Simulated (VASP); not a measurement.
## RbBr: single point with r2SCAN

Crystal: RbBr.

```xyz
2
Lattice="0.0000 3.3570 3.3570 3.3570 0.0000 3.3570 3.3570 3.3570 0.0000" Properties=species:S:1:pos:R:3 pbc="T T T"
Rb    0.0000    0.0000    0.0000
Br    3.3570    3.3570    3.3570
```

```
Program                : VASP 6.6.1
Task                   : single point
Functional             : r2SCAN
Potentials or basis    : VASP PAW PBE potentials, release 64 (Rb_sv, Br)
Cutoff                 : 520 eV
k mesh                 : 7 × 7 × 7
Occupations            : fermi-dirac, width 0.05 eV
Spin                   : no spin polarisation
Dipole correction      : no
Further INCAR settings : ALGO = Normal; EDIFF = 1e-06; NBANDS = 15
```

| Quantity | Value |
| --- | --- |
| Pressure | 1.6 GPa |
| Band gap on the k mesh | 5.14 eV |

Levels at points of the mesh, in eV from the valence-band top:
| k point | band 4 | band 5 | band 6 | band 7 | band 8 | band 9 | band 10 | band 11 | band 12 | band 13 |
| --- | --- | --- | --- | --- | --- | --- | --- | --- | --- | --- |
| (0.00, 0.00, 0.00) | -8.57 | -8.57 | 0.00 | 0.00 | 0.00 | 5.14 | 7.88 | 7.88 | 7.88 | 9.00 |

Wall time 2.2 min on 1 thread of Intel Xeon 8259CL, on a shared host, peak memory 0.22 GiB.

Caveat: the PAW data sets were made with another functional, which shifts forces and pressure a little. r2SCAN opens gaps a little over a GGA but as a rule still falls short of measured ones.
